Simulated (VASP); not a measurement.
Input of a VASP 6.6.1 run:

File POSCAR:

```
AlGaN2
1.0
    3.1251726635      0.0000000000      0.0000000000
    0.0000000000      3.1251726635      0.0000000000
    0.0000000000      0.0000000000      4.4238379400
Al Ga N
1 1 2
Direct
    0.5000000000      0.5000000000      0.5000000000
    0.0000000000      0.0000000000      0.0000000000
    0.5000000000      0.0000000000      0.7382648100
    0.0000000000      0.5000000000      0.2617351900
```

INCAR.step1

```
SYSTEM = AlGaN2
PREC = Accurate
ENCUT = 520
ISMEAR = 0
SIGMA = 0.05
LREAL = .FALSE.
LASPH = .TRUE.
NELM = 80
NBANDS = 21
GGA = PE
ALGO = Normal
EDIFF = 1E-4
LWAVE = .TRUE.
LCHARG = .FALSE.
```

File INCAR.step2:

```
SYSTEM = AlGaN2
PREC = Accurate
ENCUT = 520
EDIFF = 1E-7
ISMEAR = 0
SIGMA = 0.05
LREAL = .FALSE.
LASPH = .TRUE.
NELM = 80
ALGO = Normal
ISIF = 2
LWAVE = .FALSE.
LCHARG = .FALSE.
METAGGA = R2SCAN
LMIXTAU = .TRUE.
NBANDS = 21
ISTART = 1
```

Contents of KPOINTS:

```
Automatic mesh
0
G
  8 8 6
  0 0 0
```

Potentials or basis: VASP PAW PBE potentials, release 64 (Al, Ga_d, N).

Run with:

```console
$ cat potpaw_PBE.64/Al/POTCAR potpaw_PBE.64/Ga_d/POTCAR potpaw_PBE.64/N/POTCAR > POTCAR
$ cp INCAR.step1 INCAR
$ mpirun -np 1 vasp_std > vasp.out
$ cp INCAR.step2 INCAR
$ mpirun -np 1 vasp_std > vasp.out
```

(1) What does it give for the band gap on the k mesh?

(2) Predict the largest force.

Answers

(1) 3.43 eV.

(2) 0.011 eV/Å.

Caveat: the cell differs from its parent crystal (strain -0.0050 x Voigt [1, 1, 0, 0, 0, 0]); the PAW data sets were made with another functional, which shifts forces and pressure a little.
